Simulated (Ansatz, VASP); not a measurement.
## One calculation of FeI2, two programs

```
CELL_PARAMETERS angstrom
4.17041 0.00000 0.00000
-2.08521 3.61168 0.00000
0.00000 0.00000 6.96789
ATOMIC_POSITIONS crystal
Fe 0.00000 0.00000 0.00000
I 0.33333 0.66667 0.25000
I 0.66667 0.33333 0.75000
```

Change from the starting cell: volume scaled by 1.1, LAPW.

Alike in both runs: task single point; functional PBEsol; k mesh 8 × 8 × 5; occupations fermi-dirac, width 0.05 eV; collinear spin.

|  | VASP | Ansatz |
| --- | --- | --- |
| version | VASP 6.6.1 | Ansatz 0.2.0 |
| potentials or method | VASP PAW PBE potentials, release 64 (Fe, I), cutoff 520 eV | all-electron LAPW, scalar-relativistic |

```tsv
	VASP	Ansatz	Ansatz less VASP
pressure (GPa)	-5.5	-5.5	-0.01
traceless stress, the component that is largest in VASP (GPa)	-0.13	-0.15	-0.016
rms of the force components (eV/Å)	0.503	0.506	+0.0026
net moment per atom (μB)	1.33	1.33	0.000
size of the moment on the site where the two differ most (μB)	3.46	3.56	+0.104
```

VASP's potentials were made for PBE, not for PBEsol. Site moments also hang on the region over which each program counts them. Atom by atom the forces differ by 0.003 eV/Å (rms over components). Ansatz ran all-electron here, and VASP with PAW potentials.

Spin-orbit coupling is off throughout.
